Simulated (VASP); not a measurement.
Write the native input for VASP 6.6.1 that does the following.

| Property | Result |
| --- | --- |
| Task | single point |
| Functional | PBE exchange alone |
| Potentials or basis | VASP PAW PBE potentials, release 64 (Ag) |
| Cutoff | 520 eV |
| k mesh | 11 × 11 × 11 |
| Occupations | methfessel-paxton, width 0.15 eV |
| Spin | non-collinear spin, zero start, spin-orbit coupling |
| Starting moments | [[0.0, 0.0, 0.0]] μB |
| Dipole correction | no |
| Further INCAR settings | ALGO = Normal; EDIFF = 1e-06; NBANDS = 22 |

The structure of Ag lies in POSCAR:

```
Ag
1.0
    0.0000000000      1.9212755734      1.9212755734
    1.9212755734      0.0000000000      1.9212755734
    1.9212755734      1.9212755734      0.0000000000
Ag
1
Direct
    0.0000000000      0.0000000000      0.0000000000
```

These files were run (other wordings do the same):

INCAR

```
SYSTEM = Ag
AGGAC = 0.0 ; ALDAC = 0.0
ALGO = Normal ; EDIFF = 1E-6
ENCUT = 520 ; GGA = PE
GGA_COMPAT = .FALSE. ; ISIF = 2
ISMEAR = 1 ; LASPH = .TRUE.
LCHARG = .FALSE. ; LMAXMIX = 4
LNONCOLLINEAR = .TRUE. ; LORBIT = 11
LORBMOM = .TRUE. ; LREAL = .FALSE.
LSORBIT = .TRUE. ; LWAVE = .FALSE.
MAGMOM = 0 0 0 ; NBANDS = 22
NELM = 150 ; PREC = Accurate
SIGMA = 0.15
```

KPOINTS

```
k-points
0
G
  11 11 11
  0 0 0
```

Potentials or basis: VASP PAW PBE potentials, release 64 (Ag).

Run with:

```sh
$ cat potpaw_PBE.64/Ag/POTCAR > POTCAR
$ mpirun -np 1 vasp_ncl > vasp.out
```

It gave:

The pressure is 66.3 GPa, the net moment is 0.00 μB per cell and the valence electrons inside the program's atomic spheres are Ag 10.15.

Caveat: the cell stands under pressure.

Wall time 32 s on 1 thread of Intel(R) Xeon(R) Platinum 8488C (Sapphire Rapids) (shared host), peak memory 0.17 GiB.
